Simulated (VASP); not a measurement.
Input of a VASP 6.6.1 run:

File INCAR:

```
  ALGO = Fast
  EDIFF = 1E-7
  ENCUT = 520
  GGA = PE
  ISIF = 2
  ISMEAR = -1
  LASPH = T
  LCHARG = F
  LREAL = F
  LWAVE = F
  NBANDS = 7
  NELM = 100
  PREC = Accurate
  SIGMA = 0.06
```

KPOINTS

```
k-points
0
Gamma
  5 5 5
```

POSCAR

```
Mg
1.0
    0.0000000000      2.2442560000      2.2442560000
    2.2442560000      0.0000000000      2.2442560000
    2.2442560000      2.2442560000      0.0000000000
Mg
1
Direct
    0.0000000000      0.0000000000      0.0000000000
```

Potentials or basis: VASP PAW PBE potentials, release 64 (Mg).

Launch:

```bash
$ cat potpaw_PBE.64/Mg/POTCAR > POTCAR
$ mpirun -np 1 vasp_std > vasp.out
```

Question: Predict the band gap on the k mesh.

Answer: Zero (band 1 reaches 3.02 eV, above the bottom of band 2 at 2.70 eV).

Question: Estimate the pressure.

Answer: 1.1 GPa.

Caveat: the k points lie up to 0.48 Å⁻¹ apart.
